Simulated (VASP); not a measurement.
A run of VASP 6.6.1 is set up as follows.

The input INCAR:

```
  PREC = Accurate
  ENCUT = 520
  EDIFF = 1E-8
  ISMEAR = 0
  SIGMA = 0.01
  LREAL = False
  LASPH = True
  NELM = 80
  ALGO = Normal
  ISIF = 2
  LWAVE = False
  LCHARG = False
  METAGGA = R2SCAN
  LMIXTAU = True
  LCALCEPS = True
```

Contents of KPOINTS:

```
Automatic mesh
0
Gamma
  8 8 8
```

Contents of POSCAR:

```
TiO2
1.0
    0.0000000000      2.3968295068      2.3968295068
    2.3968295068      0.0000000000      2.3968295068
    2.3968295068      2.3968295068      0.0000000000
Ti O
1 2
Direct
    0.0000000000      0.0000000000      0.0000000000
    0.7500000000      0.7500000000      0.7500000000
    0.2500000000      0.2500000000      0.2500000000
```

Potentials or basis: VASP PAW PBE potentials, release 64 (Ti_sv, O).

Command:

```console
$ cat potpaw_PBE.64/Ti_sv/POTCAR potpaw_PBE.64/O/POTCAR > POTCAR
$ mpirun -np 1 vasp_std > vasp.out
```

**Question.** Predict the electronic dielectric tensor (diagonal).

**Answer.** 8.68.

**Question.** Predict the Born charges (mean of the diagonal).

**Answer.** Ti +6.35; O -3.17 e.

**Question.** Predict the band gap on the k mesh.

**Answer.** 1.55 eV (least direct gap 2.24 eV).

Dipole moments of the cell (e·Å, modulo the quantum): ionic 0.000, 0.000, 0.000; electronic 0.000, 0.000, 0.012

 A k mesh can miss the band edges.
